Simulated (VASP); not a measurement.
# Si2Se (Pm) in VASP: single point with PBE

Aim: the single point of Si2Se with PBE.

All numbers are computed with VASP 6.6.1; they aren't measurements. Logs are shortened: lines on timing, memory, paths and dates and some standing lists are left out, and cuts for length are marked.

## Step 1: The cell of the first run

It takes space group Pm (No. 6, monoclinic). Conventional cell: a = 5.869 Å, b = 3.809 Å, c = 6.879 Å, α = 90.00°, β = 103.55°, γ = 90.00°. Within 3.0 Å of Si (site symmetry m) lie 3 Si at 2.29 to 2.38 Å. Within 3.0 Å of Si (site symmetry m) lie 3 Si at 2.31 to 2.38 Å. Si (site symmetry m) has 1 Si at 2.29 Å and 3 Se at 2.45 to 2.49 Å within 3.0 Å. Si (site symmetry m) has 1 Si at 2.31 Å and 3 Se at 2.41 to 2.45 Å within 3.0 Å. Within 3.2 Å of Se (site symmetry m) lie 3 Si at 2.41 to 2.49 Å. Se (site symmetry m) has 3 Si at 2.45 Å within 3.2 Å.

## Step 2: Single point, PBE

File INCAR:

```
SYSTEM = Si2Se
ALGO     = Normal         ! electronic algorithm
EDIFF    = 1E-6           ! SCF threshold, eV
ENCUT    = 520            ! plane-wave cutoff, eV
GGA      = PE             ! functional
ISIF     = 2              ! what is computed and relaxed
ISMEAR   = 0              ! smearing method
LASPH    = .True.         ! aspherical terms in the spheres
LCHARG   = .False.        ! write CHGCAR
LREAL    = .False.        ! projectors in reciprocal space
LWAVE    = .False.        ! write WAVECAR
NBANDS   = 23             ! bands
NELM     = 60             ! most SCF steps
PREC     = Accurate       ! precision mode
SIGMA    = 0.01           ! smearing width, eV
```

File KPOINTS:

```
k-points
0
Gamma
  6 10 6
  0 0 0
```

File POSCAR:

```
Si2Se
1.0
    5.8679055660      0.0000000000     -0.0870765102
    0.0000000000      3.8092460229      0.0000000000
   -1.5124735977      0.0000000000      6.7103269473
Si Se
4 2
Direct
    0.6897282347      0.0000000000      0.3563966164
    0.9402677329      0.5000000000      0.4085520243
    0.7103480788      0.0000000000      0.6929482570
    0.1599075430      0.5000000000      0.7340486969
    0.5773735193      0.5000000000      0.8724665789
    0.0890415581      0.0000000000      0.9355878264
```

Potentials or basis: VASP PAW PBE potentials, release 64 (Si, Se).

Started as:

```sh
$ cat potpaw_PBE.64/Si/POTCAR potpaw_PBE.64/Se/POTCAR > POTCAR
$ mpirun -np 1 vasp_std > vasp.out
```

OUTCAR:

```text
SYSTEM = Si2Se
   EDIFF = 1E-6
   ENCUT = 520
   GGA = PE
   ISIF = 2
   ISMEAR = 0
   LASPH = .True.
   LREAL = .False.
   NELM = 60
   PREC = Accurate

 ion  position               nearest neighbor table
   1  0.690  0.000  0.356-   3 2.29   2 2.38   2 2.38
   2  0.940  0.500  0.409-   4 2.31   1 2.38   1 2.38
   3  0.710  0.000  0.693-   1 2.29   6 2.45   5 2.49   5 2.49
   4  0.160  0.500  0.734-   2 2.31   5 2.41   6 2.45   6 2.45
   5  0.577  0.500  0.872-   4 2.41   3 2.49   3 2.49
   6  0.089  0.000  0.936-   3 2.45   4 2.45   4 2.45

  LATTYP: Found a simple monoclinic cell.
 ALAT       =     5.8685516143
 B/A-ratio  =     0.6490947466
 C/A-ratio  =     1.1721235108
 COS(beta)  =    -0.2343293606

  Lattice vectors:

 A1 = (   5.8679055660,   0.0000000000,  -0.0870765102)
 A2 = (   0.0000000000,   3.8092460229,   0.0000000000)
 A3 = (  -1.5124735977,   0.0000000000,   6.7103269473)

Analysis of symmetry for initial positions (statically):
=====================================================================
 Subroutine PRICEL returns:
 Original cell was already a primitive cell.

 Routine SETGRP: Setting up the symmetry group for a
 simple monoclinic supercell.

 Subroutine GETGRP returns: Found  2 space group operations
 (whereof  2 operations were pure point group operations)
 out of a pool of  4 trial point group operations.

The static configuration has the point symmetry C_1h.

Analysis of symmetry for dynamics (positions and initial velocities):
=====================================================================
 Subroutine PRICEL returns:
 Original cell was already a primitive cell.

 Routine SETGRP: Setting up the symmetry group for a
 simple monoclinic supercell.

 Subroutine GETGRP returns: Found  2 space group operations
 (whereof  2 operations were pure point group operations)
 out of a pool of  4 trial point group operations.

The dynamic configuration has the point symmetry C_1h.

 Subroutine INISYM returns: Found  2 space group operations
 (whereof  2 operations are pure point group operations),
 and found     1 'primitive' translations

----------------------------------------------------------------------------------------

                                     Primitive cell

  volume of cell :     149.4895

  direct lattice vectors                    reciprocal lattice vectors
     5.867905566  0.000000000 -0.087076510     0.170990475  0.000000000  0.038540384
     0.000000000  3.809246023  0.000000000     0.000000000  0.262519143  0.000000000
    -1.512473598  0.000000000  6.710326947     0.002218857  0.000000000  0.149524154

  length of vectors
     5.868551614  3.809246023  6.878667322     0.175280073  0.262519143  0.149540617

  position of ions in fractional coordinates (direct lattice)
     0.689728235  0.000000000  0.356396616
     0.940267733  0.500000000  0.408552024
     0.710348079  0.000000000  0.692948257
     0.159907543  0.500000000  0.734048697
     0.577373519  0.500000000  0.872466579
     0.089041558  0.000000000  0.935587826

  ion indices of the primitive-cell ions
   primitive index   ion index
                 1           1
                 2           2
                 3           3
                 4           4
                 5           5
                 6           6

----------------------------------------------------------------------------------------

 KPOINTS: k-points

Automatic generation of k-mesh.
 Grid dimensions read from file:
 generate k-points for:    6   10    6

 Generating k-lattice:

  Cartesian coordinates                     Fractional coordinates (reciprocal lattice)
     0.028498413  0.000000000  0.006423397     0.166666667  0.000000000 -0.000000000
     0.000000000  0.026251914  0.000000000     0.000000000  0.100000000  0.000000000
     0.000369809  0.000000000  0.024920692    -0.000000000  0.000000000  0.166666667

  Length of vectors
     0.029213345  0.026251914  0.024923436

  Shift w.r.t. Gamma in fractional coordinates (k-lattice)
     0.000000000  0.000000000  0.000000000

 Subroutine IBZKPT returns following result:
 ===========================================

 Found    120 irreducible k-points:

 Following reciprocal coordinates:
            Coordinates               Weight
  0.000000  0.000000  0.000000      1.000000
  0.166667  0.000000  0.000000      2.000000
  0.333333  0.000000  0.000000      2.000000
  0.500000  0.000000 -0.000000      1.000000
  0.000000  0.100000  0.000000      2.000000
  0.166667  0.100000  0.000000      4.000000
[... 16 lines left out ...]
  0.333333  0.500000  0.000000      2.000000
  0.500000  0.500000 -0.000000      1.000000
 [... further k-points ...]
   k-points           NKPTS =    120   k-points in BZ     NKDIM =    120   number of bands    NBANDS=     23
   number of dos      NEDOS =    301   number of ions     NIONS =      6
   total plane-waves  NPLWV =  72576
   dimension x,y,z NGX =    48 NGY =   28 NGZ =   54
   dimension x,y,z NGXF=    96 NGYF=   56 NGZF=  108
   ions per type =               4   2
   NGX,Y,Z   is equivalent  to a cutoff of  13.60, 12.22, 13.05 a.u.
   NGXF,Y,Z  is equivalent  to a cutoff of  27.20, 24.44, 26.10 a.u.
 SYSTEM =  Si2Se
   PREC   = accura    normal or accurate (medium, high low for compatibility)
   ISTART =      0    job   : 0-new  1-cont  2-samecut
   ICHARG =      2    charge: 1-file 2-atom 10-const
   ISPIN  =      1    spin polarized calculation?
   LNONCOLLINEAR =      F non collinear calculations
   LSORBIT =      F    spin-orbit coupling
   LASPH  =      T    aspherical Exc in radial PAW
   ENCUT  =  520.0 eV  38.22 Ry    6.18 a.u.  10.91  7.08 12.79*2*pi/ulx,y,z
   NELM   =     60;   NELMIN=  2; NELMDL= -5     # of ELM steps
   EDIFF  = 0.1E-05   stopping-criterion for ELM
   LREAL  =      F    real-space projection
   EDIFFG = 0.1E-04   stopping-criterion for IOM
   NSW    =      0    number of steps for IOM
   IBRION =     -1    ionic relax: 0-MD 1-quasi-New 2-CG
   NFREE  =      0    steps in history (QN), initial steepest desc. (CG)
   ISIF   =      2    stress and relaxation
   ISYM   =      2    0-nonsym 1-usesym 2-fastsym
   POTIM  = 0.5000    time-step for ionic-motion
   TEBEG  =    0.0;   TEEND  =   0.0 temperature during run
   PSTRESS=    0.0 pullay stress
   NELECT =      28.0000    total number of electrons
   NUPDOWN=      -1.0000    fix difference up-down
   EMIN   =  10.00;   EMAX   =-10.00  energy-range for DOS
   EFERMI =   0.00;   METHOD = LEGACY
   ISMEAR =     0;   SIGMA  =   0.01  broadening in eV -4-tet -1-fermi 0-gaus
   EFERMI_NEDOS =   21; number of points for ismear=-14 and -15
   IALGO  =     38    algorithm
   IMIX   =      4    mixing-type and parameters
     AMIX     =   0.40;   BMIX     =  1.00
     AMIX_MAG =   1.60;   BMIX_MAG =  1.00
  volume/ion in A,a.u.               =      24.91       168.13
  Fermi-wavevector in a.u.,A,eV,Ry     =   0.936679  1.770066 11.937299  0.877367
  Thomas-Fermi vector in A             =   2.063712
   LORBIT       =      0    0 simple, 1 ext, 2 COOP (PROOUT), +10 PAW based schemes
   GGA     = PE    functional components
   LHFCALC =     F    Hartree Fock is set to
   AEXX    =    0.0000 exact exchange contribution
   IVDW    =     0    specifies the selected vdW correction
   LEPSILON=     F    determine dielectric tensor
   LRPA    =     F    only Hartree local field effects (RPA)
 non-spin polarized calculation
 Gauss-broadening in eV      SIGMA  =   0.01
  energy-cutoff  :      520.00
  volume of cell :      149.49
 maximum number of plane-waves:      4050
 NGX is ok and might be reduce to    48
   NGX = 21   NGY = 15   NGZ = 25

 number of electron      28.0000003 magnetization

 Free energy of the ion-electron system (eV)
  ---------------------------------------------------
  ext. energy  EPLUGINS =         0.00000000
  ---------------------------------------------------
  free energy    TOTEN  =       -27.44469668 eV

  energy without entropy =      -27.44469668  energy(sigma->0) =      -27.44469668

 E-fermi :   4.1332     XC(G=0):  -8.6855

 val. band max:        4.0533212713   @ k =   0.5000   0.2000  -0.0000
 cond. band min:       4.2601289586   @ k =   0.0000   0.0000   0.0000
 fundamental gap:      0.2068076873
 Fermi energy:         4.1332133210

 k-point     1 :       0.0000    0.0000    0.0000
  band No.  band energies     occupation
      1     -11.4611      2.00000
      2      -9.7245      2.00000
      3      -6.1805      2.00000
      4      -4.6155      2.00000
      5      -3.2906      2.00000
      6      -1.6420      2.00000
[... 15 lines left out ...]
     22       7.5631      0.00000
     23       9.3083      0.00000

 k-point     2 :       0.1667    0.0000    0.0000
  band No.  band energies     occupation
      1     -11.3803      2.00000
      2      -9.8911      2.00000
      3      -6.1919      2.00000
      4      -4.3605      2.00000
      5      -3.2421      2.00000
      6      -1.6738      2.00000
[... 15 lines left out ...]
     22       7.7198      0.00000
     23       9.3155      0.00000

 k-point     3 :       0.3333    0.0000    0.0000
  band No.  band energies     occupation
      1     -11.1503      2.00000
      2     -10.2774      2.00000
      3      -6.2038      2.00000
      4      -3.8225      2.00000
      5      -3.1817      2.00000
      6      -1.5295      2.00000
[... 15 lines left out ...]
     22       8.0650      0.00000
     23       9.4776      0.00000
[... 495 lines left out ...]
 k-point    23 :       0.3333    0.5000    0.0000
  band No.  band energies     occupation
      1     -10.1789      2.00000
      2      -9.9794      2.00000
      3      -5.5608      2.00000
      4      -5.1955      2.00000
      5      -3.0461      2.00000
      6      -3.0353      2.00000
[... 15 lines left out ...]
     22       8.5389      0.00000
     23       9.3374      0.00000

 k-point    24 :       0.5000    0.5000   -0.0000
  band No.  band energies     occupation
      1     -10.1693      2.00000
      2      -9.9599      2.00000
      3      -5.6882      2.00000
      4      -5.2475      2.00000
      5      -3.1008      2.00000
      6      -3.0287      2.00000
[... 15 lines left out ...]
     22       8.6018      0.00000
     23       9.4740      0.00000

 [... further k-points ...]
[... 5 lines left out ...]
  --------------------------------------------------------------------------------------
  -------------------------------------------------------------------------------------
  Total        0.0188081      0.0278064     -0.0033417      0.0000000      0.0000000     -0.0061125
  in kB        0.2015786      0.2980199     -0.0358149      0.0000000      0.0000000     -0.0655113
  external PRESSURE =       0.1545946 kB  Pullay stress =       0.0000000 kB

 VOLUME and BASIS-vectors are now :
 -----------------------------------------------------------------------------
  energy-cutoff  :      520.00
  volume of cell :      149.49
      direct lattice vectors                 reciprocal lattice vectors
     5.867905566  0.000000000 -0.087076510     0.170990475  0.000000000  0.038540384
     0.000000000  3.809246023  0.000000000     0.000000000  0.262519143  0.000000000
    -1.512473598  0.000000000  6.710326947     0.002218857  0.000000000  0.149524154

 POSITION                                       TOTAL-FORCE (eV/Angst)
 -----------------------------------------------------------------------------------
      3.50822      0.00000      2.33148         0.004688      0.000000      0.010388
      4.89948      1.90462      2.65964        -0.007007      0.000000     -0.001542
      3.12019      0.00000      4.58805        -0.002434      0.000000     -0.016581
     -0.17191      1.90462      4.91178         0.000058      0.000000     -0.014232
      2.06839      1.90462      5.80426         0.002307      0.000000      0.008299
     -0.89256      0.00000      6.27035         0.002388      0.000000      0.013668
 -----------------------------------------------------------------------------------
    total drift:                                0.000172      0.000000      0.000182

  FREE ENERGIE OF THE ION-ELECTRON SYSTEM (eV)
  ---------------------------------------------------
  free  energy   TOTEN  =       -27.4446966829 eV

  energy  without entropy=      -27.4446966829  energy(sigma->0) =      -27.44469668
```

Wall time 3.8 min (1 thread of Intel Xeon Platinum 8488C (Sapphire Rapids), shared host); peak memory 0.49 GiB.

What came out:

```yaml
Free_energy: -27.4447 eV
Pressure: 0.0 GPa
Largest_force: 0.017 eV/Å
Band_gap_on_the_k_mesh: 0.21 eV, indirect (least direct gap 0.73 eV)
```

Forces on the atoms (eV/Å):
```
Si   0.005  0.000  0.010
Si  -0.007  0.000 -0.002
Si  -0.002  0.000 -0.017
Si   0.000  0.000 -0.014
Se   0.002  0.000  0.008
Se   0.002  0.000  0.014
```

A k mesh can miss the band edges.
